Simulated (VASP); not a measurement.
# Te3Pb (P6_3/mmc) in VASP: notebook

The runs below take Te3Pb through single point, with PBE.

Everything below comes from runs of VASP 6.6.1. Logs are shortened: lines on timing, memory, paths and dates and some standing lists are left out, and cuts for length are marked.

## 1. The cell of the first run

Symmetry: P6_3/mmc, No. 194, hexagonal system. The conventional cell has a = 7.172 Å, b = 7.172 Å, c = 5.628 Å, α = 90.00°, β = 90.00°, γ = 120.00°. Within 4.6 Å of Te (site symmetry mm2) lie 4 Pb at 3.47 to 3.59 Å and 8 Te at 3.52 to 3.65 Å. Pb (site symmetry -6m2) has 12 Te at 3.47 to 3.59 Å within 4.6 Å.

## 2. Single point, PBE

The input, INCAR:

```
SYSTEM = Te3Pb
PREC = Accurate
ENCUT = 520
EDIFF = 1E-7
ISMEAR = 0
SIGMA = 0.1
LREAL = .False.
LASPH = .True.
NELM = 60
ALGO = Normal
ISIF = 2
LWAVE = .False.
LCHARG = .False.
GGA = PE
NBANDS = 42
```

The input, KPOINTS:

```
Automatic mesh
0
Gamma
  3 3 4
  0 0 0
```

The input, POSCAR:

```
Te3Pb
1.0
    7.1721688400      0.0000000000      0.0000000000
   -3.5860844200      6.2112804200      0.0000000000
    0.0000000000      0.0000000000      5.6277590400
Te Pb
6 2
Direct
    0.1697297200      0.3394594500      0.2500000000
    0.6605405500      0.8302702800      0.2500000000
    0.1697297200      0.8302702800      0.2500000000
    0.8302702800      0.6605405500      0.7500000000
    0.3394594500      0.1697297200      0.7500000000
    0.8302702800      0.1697297200      0.7500000000
    0.3333333300      0.6666666700      0.7500000000
    0.6666666700      0.3333333300      0.2500000000
```

Potentials or basis: VASP PAW PBE potentials, release 64 (Te, Pb_d).

The run is started by

```bash
$ cat potpaw_PBE.64/Te/POTCAR potpaw_PBE.64/Pb_d/POTCAR > POTCAR
$ mpirun -np 1 vasp_std > vasp.out
```

OUTCAR:

```text
SYSTEM = Te3Pb
   PREC = Accurate
   ENCUT = 520
   EDIFF = 1E-7
   ISMEAR = 0
   LREAL = .False.
   LASPH = .True.
   NELM = 60
   ISIF = 2
   GGA = PE

 ion  position               nearest neighbor table
   1  0.170  0.339  0.250-   7 3.47   7 3.47   6 3.52   6 3.52   5 3.52   5 3.52   2 3.52   3 3.52
                             8 3.59   8 3.59   3 3.65   2 3.65
   2  0.661  0.830  0.250-   7 3.47   7 3.47   6 3.52   6 3.52   4 3.52   4 3.52   3 3.52   1 3.52
                             8 3.59   8 3.59   3 3.65   1 3.65
   3  0.170  0.830  0.250-   7 3.47   7 3.47   4 3.52   4 3.52   5 3.52   5 3.52   2 3.52   1 3.52
                             8 3.59   8 3.59   2 3.65   1 3.65
   4  0.830  0.661  0.750-   8 3.47   8 3.47   3 3.52   3 3.52   2 3.52   2 3.52   5 3.52   6 3.52
                             7 3.59   7 3.59   6 3.65   5 3.65
   5  0.339  0.170  0.750-   8 3.47   8 3.47   3 3.52   3 3.52   1 3.52   1 3.52   6 3.52   4 3.52
                             7 3.59   7 3.59   6 3.65   4 3.65
   6  0.830  0.170  0.750-   8 3.47   8 3.47   1 3.52   1 3.52   2 3.52   2 3.52   5 3.52   4 3.52
                             7 3.59   7 3.59   5 3.65   4 3.65
   7  0.333  0.667  0.750-   2 3.47   2 3.47   3 3.47   3 3.47   1 3.47   1 3.47   4 3.59   5 3.59
                             6 3.59   6 3.59   4 3.59   5 3.59
   8  0.667  0.333  0.250-   5 3.47   5 3.47   6 3.47   6 3.47   4 3.47   4 3.47   1 3.59   2 3.59
                             3 3.59   3 3.59   1 3.59   2 3.59

  LATTYP: Found a hexagonal cell.
 ALAT       =     7.1721688400
 C/A-ratio  =     0.7846662796

  Lattice vectors:

 A1 = (   7.1721688400,   0.0000000000,   0.0000000000)
 A2 = (  -3.5860844200,   6.2112804200,   0.0000000000)
 A3 = (   0.0000000000,   0.0000000000,   5.6277590400)

Analysis of symmetry for initial positions (statically):
=====================================================================
 Subroutine PRICEL returns:
 Original cell was already a primitive cell.

 Routine SETGRP: Setting up the symmetry group for a
 hexagonal supercell.

 Subroutine GETGRP returns: Found 24 space group operations
 (whereof 12 operations were pure point group operations)
 out of a pool of 24 trial point group operations.

The static configuration has the point symmetry D_3d.
 The point group associated with its full space group is D_6h.

Analysis of symmetry for dynamics (positions and initial velocities):
=====================================================================
 Subroutine PRICEL returns:
 Original cell was already a primitive cell.

 Routine SETGRP: Setting up the symmetry group for a
 hexagonal supercell.

 Subroutine GETGRP returns: Found 24 space group operations
[... 110 lines left out ...]
   PSTRESS=    0.0 pullay stress
   NELECT =      64.0000    total number of electrons
   NUPDOWN=      -1.0000    fix difference up-down
   EMIN   =  10.00;   EMAX   =-10.00  energy-range for DOS
   EFERMI =   0.00;   METHOD = LEGACY
   ISMEAR =     0;   SIGMA  =   0.10  broadening in eV -4-tet -1-fermi 0-gaus
   EFERMI_NEDOS =   21; number of points for ismear=-14 and -15
   IALGO  =     38    algorithm
   IMIX   =      4    mixing-type and parameters
     AMIX     =   0.40;   BMIX     =  1.00
     AMIX_MAG =   1.60;   BMIX_MAG =  1.00
  volume/ion in A,a.u.               =      31.34       211.48
  Fermi-wavevector in a.u.,A,eV,Ry     =   1.038514  1.962507 14.674043  1.078512
  Thomas-Fermi vector in A             =   2.173002
   LORBIT       =      0    0 simple, 1 ext, 2 COOP (PROOUT), +10 PAW based schemes
   GGA     = PE    functional components
   LHFCALC =     F    Hartree Fock is set to
   AEXX    =    0.0000 exact exchange contribution
   IVDW    =     0    specifies the selected vdW correction
   LEPSILON=     F    determine dielectric tensor
   LRPA    =     F    only Hartree local field effects (RPA)
 non-spin polarized calculation
 Gauss-broadening in eV      SIGMA  =   0.10
  energy-cutoff  :      520.00
  volume of cell :      250.71
 maximum number of plane-waves:      6777
 NGX is ok and might be reduce to    54
   NGX = 27   NGY = 27   NGZ = 21

 number of electron      64.0000012 magnetization

 Free energy of the ion-electron system (eV)
  ---------------------------------------------------
  ext. energy  EPLUGINS =         0.00000000
  ---------------------------------------------------
  free energy    TOTEN  =       -24.95076125 eV

  energy without entropy =      -24.91376253  energy(sigma->0) =      -24.93226189

 E-fermi :   6.7311     XC(G=0):  -9.7270

 val. band max:        6.6982906122   @ k =   0.3333   0.3333   0.2500
 cond. band min:       6.7601322506   @ k =   0.3333  -0.0000   0.0000
 fundamental gap:      0.0618416385
 Fermi energy:         6.7310719514

 k-point     1 :       0.0000    0.0000    0.0000
  band No.  band energies     occupation
      1     -10.4444      2.00000
      2     -10.4444      2.00000
      3     -10.4405      2.00000
      4     -10.4405      2.00000
      5     -10.4354      2.00000
      6     -10.4287      2.00000
[... 394 lines left out ...]
     41       9.5677      0.00000
     42       9.5677      0.00000

------------------------ aborting loop because EDIFF is reached ----------------------------------------

  FORCE on cell =-STRESS in cart. coord.  units (eV):
  Direction    XX          YY          ZZ          XY          YZ          ZX
  --------------------------------------------------------------------------------------
  -------------------------------------------------------------------------------------
  Total       -2.7075908     -2.7075908     -4.0625052      0.0000000      0.0000000      0.0000000
  in kB      -17.3032017    -17.3032017    -25.9619542      0.0000000      0.0000000      0.0000000
  external PRESSURE =     -20.1894526 kB  Pullay stress =       0.0000000 kB

 VOLUME and BASIS-vectors are now :
 -----------------------------------------------------------------------------
  energy-cutoff  :      520.00
  volume of cell :      250.71
      direct lattice vectors                 reciprocal lattice vectors
     7.172168840  0.000000000  0.000000000     0.139427839  0.080498700  0.000000000
    -3.586084420  6.211280420  0.000000000     0.000000000  0.160997400  0.000000000
     0.000000000  0.000000000  5.627759040     0.000000000  0.000000000  0.177690621

 POSITION                                       TOTAL-FORCE (eV/Angst)
 -----------------------------------------------------------------------------------
     -0.00000      2.10848      1.40694         0.000000      0.157711     -0.000000
      1.76009      5.15704      1.40694        -0.136582     -0.078856      0.000000
     -1.76009      5.15704      1.40694         0.136582     -0.078856     -0.000000
      3.58608      4.10280      4.22082         0.000000     -0.157711      0.000000
      1.82600      1.05424      4.22082         0.136582      0.078856     -0.000000
      5.34617      1.05424      4.22082        -0.136582      0.078856     -0.000000
     -0.00000      4.14085      4.22082        -0.000000      0.000000     -0.000000
      3.58608      2.07043      1.40694        -0.000000     -0.000000     -0.000000
 -----------------------------------------------------------------------------------
    total drift:                               -0.000021      0.000012      0.000000

  FREE ENERGIE OF THE ION-ELECTRON SYSTEM (eV)
  ---------------------------------------------------
  free  energy   TOTEN  =       -24.9507612468 eV

  energy  without entropy=      -24.9137625310  energy(sigma->0) =      -24.93226189
```

OSZICAR:

```text
N       E                     dE             d eps       ncg     rms          rms(c)
DAV:   1     0.545929365216E+03    0.54593E+03   -0.26137E+04   756   0.139E+03
DAV:   2     0.398549744562E+02   -0.50607E+03   -0.48550E+03   788   0.338E+02
DAV:   3    -0.217277138337E+02   -0.61583E+02   -0.59015E+02   984   0.133E+02
DAV:   4    -0.248955014685E+02   -0.31678E+01   -0.31167E+01   862   0.311E+01
DAV:   5    -0.250675224259E+02   -0.17202E+00   -0.17191E+00  1056   0.777E+00    0.114E+01
DAV:   6    -0.249618932566E+02    0.10563E+00   -0.16380E-01   874   0.289E+00    0.744E+00
DAV:   7    -0.249564332227E+02    0.54600E-02   -0.15904E-01   986   0.215E+00    0.403E-01
DAV:   8    -0.249503990106E+02    0.60342E-02   -0.30365E-02   810   0.136E+00    0.258E-01
DAV:   9    -0.249507640032E+02   -0.36499E-03   -0.24812E-03   950   0.204E-01    0.914E-02
DAV:  10    -0.249507695066E+02   -0.55034E-05   -0.11090E-04  1028   0.613E-02    0.796E-02
DAV:  11    -0.249507574445E+02    0.12062E-04   -0.29116E-05   826   0.264E-02    0.856E-02
DAV:  12    -0.249507607122E+02   -0.32677E-05   -0.84155E-06   898   0.235E-02    0.126E-02
DAV:  13    -0.249507608808E+02   -0.16863E-06   -0.54995E-07   760   0.286E-03    0.128E-02
DAV:  14    -0.249507617319E+02   -0.85110E-06   -0.31149E-07   614   0.494E-03    0.938E-03
DAV:  15    -0.249507615345E+02    0.19741E-06   -0.63203E-08   408   0.178E-03    0.708E-03
DAV:  16    -0.249507612910E+02    0.24356E-06   -0.30550E-08   408   0.135E-03    0.167E-03
DAV:  17    -0.249507612468E+02    0.44152E-07   -0.58377E-09   408   0.550E-04
   1 F= -.24950761E+02 E0= -.24932262E+02  d E =-.369987E-01
```

Wall time 4.4 min (1 thread of AMD EPYC 7R13, shared host); peak memory 0.34 GiB.

What came out:

* Free energy: -24.9508 eV
* Pressure: -2.0 GPa
* Largest force: 0.158 eV/Å
* Band gap on the k mesh: zero (band 32 reaches 7.29 eV, above the bottom of band 33 at 5.88 eV)

Forces on the atoms (eV/Å):
```
Te   0.000  0.158  0.000
Te  -0.137 -0.079  0.000
Te   0.137 -0.079  0.000
Te   0.000 -0.158  0.000
Te   0.137  0.079  0.000
Te  -0.137  0.079  0.000
Pb   0.000  0.000  0.000
Pb   0.000  0.000  0.000
```

Stress tensor (GPa, compression positive):
```
-1.73  0.00  0.00
 0.00 -1.73  0.00
 0.00  0.00 -2.60
```

Caveat: spin-orbit coupling is left out, which moves the levels of the heavy elements.

## 3. Single point, PBE

This run uses another cell than the first one, of 30.76 Å³/atom, 0.982 times its volume.

The input, INCAR:

```
SYSTEM = Te3Pb
ALGO     = Normal         ! electronic algorithm
EDIFF    = 1E-7           ! SCF threshold, eV
ENCUT    = 520            ! plane-wave cutoff, eV
GGA      = PE             ! functional
ISIF     = 2              ! what is computed and relaxed
ISMEAR   = 0              ! smearing method
LASPH    = .True.         ! aspherical terms in the spheres
LCHARG   = .False.        ! write CHGCAR
LREAL    = .False.        ! projectors in reciprocal space
LWAVE    = .False.        ! write WAVECAR
NBANDS   = 42             ! bands
NELM     = 60             ! most SCF steps
PREC     = Accurate       ! precision mode
SIGMA    = 0.1            ! smearing width, eV
```

The input, KPOINTS:

```
k-points
0
Gamma
  6 6 8
  0 0 0
```

The input, POSCAR:

```
Te3Pb
1.0
    6.8765813638      0.0000000000      0.0000000000
   -3.4382906819      5.9552941522      0.0000000000
    0.0000000000      0.0000000000      6.0096262509
Te Pb
6 2
Direct
    0.1754711058      0.3509422116      0.2500000000
    0.6490577884      0.8245288942      0.2500000000
    0.1754711058      0.8245288942      0.2500000000
    0.8245288942      0.6490577884      0.7500000000
    0.3509422116      0.1754711058      0.7500000000
    0.8245288942      0.1754711058      0.7500000000
    0.3333333333      0.6666666667      0.7500000000
    0.6666666667      0.3333333333      0.2500000000
```

Potentials or basis: VASP PAW PBE potentials, release 64 (Te, Pb_d).

The run is started by

```bash
$ cat potpaw_PBE.64/Te/POTCAR potpaw_PBE.64/Pb_d/POTCAR > POTCAR
$ mpirun -np 1 vasp_std > vasp.out
```

Run time: 16 min. Hardware: 1 thread of AMD EPYC 7R13, shared host; peak memory 0.51 GiB.

Results (log left out):

```yaml
Free_energy: -24.9489 eV
Pressure: -0.1 GPa
Band_gap_on_the_k_mesh: zero (band 32 reaches 7.80 eV, above the bottom of band 33 at 5.96 eV)
```

Levels at points of the mesh, in eV from the Fermi level:
| k point | band 28 | band 29 | band 30 | band 31 | band 32 | band 33 | band 34 | band 35 | band 36 | band 37 |
| --- | --- | --- | --- | --- | --- | --- | --- | --- | --- | --- |
| (0.00, 0.00, 0.00) | -1.85 | -0.76 | -0.76 | -0.39 | 0.55 | 0.55 | 1.21 | 1.39 | 1.69 | 1.69 |
| (0.50, 0.00, 0.00) | -1.88 | -1.42 | -1.15 | -1.10 | -0.44 | -0.08 | 0.71 | 0.87 | 0.94 | 1.06 |
| (0.00, 0.00, 0.50) | -0.22 | -0.22 | -0.22 | 0.36 | 0.36 | 1.21 | 1.21 | 1.21 | 1.21 | 2.00 |
| (0.50, 0.00, 0.50) | -1.96 | -1.55 | -1.55 | -0.62 | -0.62 | 0.43 | 0.43 | 0.90 | 0.90 | 1.28 |

Caveat: spin-orbit coupling is left out, which moves the levels of the heavy elements.
